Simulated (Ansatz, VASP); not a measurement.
**One calculation of CO2, two programs**

The input INCAR:

```
PREC     = Accurate       # precision mode
ENCUT    = 520            # plane-wave cutoff, eV
EDIFF    = 1E-6           # SCF threshold, eV
ISMEAR   = 0              # smearing method
SIGMA    = 0.05           # smearing width, eV
LREAL    = F              # projectors in reciprocal space
LASPH    = T              # aspherical terms in the spheres
NELM     = 60             # most SCF steps
ALGO     = Normal         # electronic algorithm
ISIF     = 2              # what is computed and relaxed
LWAVE    = F              # write WAVECAR
LCHARG   = F              # write CHGCAR
GGA      = PE             # functional
NBANDS   = 44             # bands
```

Contents of KPOINTS:

```
regular mesh
0
Gamma
  4 4 4
```

Contents of POSCAR:

```
CO2
1.0
    6.0577362522      0.0000000000     -0.4543302189
    0.0000000000      6.0577362522      0.0000000000
   -0.4543302189      0.0000000000      6.2394683398
C O
4 8
Direct
    0.0000000000      0.0000000000      0.0000000000
    0.5000000000      0.0000000000      0.5000000000
    0.5000000000      0.5000000000      0.0000000000
    0.0000000000      0.5000000000      0.5000000000
    0.1114834447      0.1114834447      0.1114834447
    0.3885165553      0.8885165553      0.6114834447
    0.6114834447      0.3885165553      0.8885165553
    0.8885165553      0.6114834447      0.3885165553
    0.8885165553      0.8885165553      0.8885165553
    0.6114834447      0.1114834447      0.3885165553
    0.3885165553      0.6114834447      0.1114834447
    0.1114834447      0.3885165553      0.6114834447
```

Input for Ansatz:

```yaml
crystal:
  lattice:
    - [6.0577362522, 0.0, -0.4543302189]
    - [0.0, 6.0577362522, 0.0]
    - [-0.4543302189, 0.0, 6.2394683398]
  atoms:
    - { symbol: C, position: [0.0, 0.0, 0.0] }
    - { symbol: C, position: [0.5, 0.0, 0.5] }
    - { symbol: C, position: [0.5, 0.5, 0.0] }
    - { symbol: C, position: [0.0, 0.5, 0.5] }
    - { symbol: O, position: [0.1114834447, 0.1114834447, 0.1114834447] }
    - { symbol: O, position: [0.3885165553, 0.8885165553, 0.6114834447] }
    - { symbol: O, position: [0.6114834447, 0.3885165553, 0.8885165553] }
    - { symbol: O, position: [0.8885165553, 0.6114834447, 0.3885165553] }
    - { symbol: O, position: [0.8885165553, 0.8885165553, 0.8885165553] }
    - { symbol: O, position: [0.6114834447, 0.1114834447, 0.3885165553] }
    - { symbol: O, position: [0.3885165553, 0.6114834447, 0.1114834447] }
    - { symbol: O, position: [0.1114834447, 0.3885165553, 0.6114834447] }
basis:
  ecutwfc: 520.0
kpoints:
  mp_grid: { grid: [4, 4, 4] }
hamiltonian:
  xc: pbe
scf:
  occupations: { method: gaussian, width: 0.05 }
output:
  forces: true
  stress: true
  eigenvalues: true
```

Change from the starting cell: engineering shear strain xz -0.1500, normal strain along z +0.0300.

Alike in both runs: task single point; functional PBE; k mesh 4 × 4 × 4; occupations gaussian, width 0.05 eV; no spin polarisation.

|  | VASP | Ansatz |
| --- | --- | --- |
| version | VASP 6.6.1 | Ansatz 0.2.0 |
| potentials or method | VASP PAW PBE potentials, release 64 (C, O), cutoff 520 eV | scalar-relativistic, plane waves, PAW |
| valence electrons in the cell | 64 | 64 |

VASP gave:

```
gap on the k mesh at the Fermi level (eV)                     : 6.37
least direct gap on the mesh (eV)                             : 6.37
pressure (GPa)                                                : 0.4
traceless stress, the component that is largest in VASP (GPa) : 13.30
rms of the force components (eV/Å)                            : 2.784
```

Question: Which values does Ansatz return?

Answer: gap on the k mesh at the Fermi level (eV): 6.39; least direct gap on the mesh (eV): 6.39; pressure (GPa): -0.8; traceless stress, the component that is largest in VASP (GPa): 12.89; rms of the force components (eV/Å): 2.654.

Atom by atom the forces differ by 0.328 eV/Å (rms over components).

Noted on VASP's run: the standard files for N, O and F lose accuracy on very short bonds.
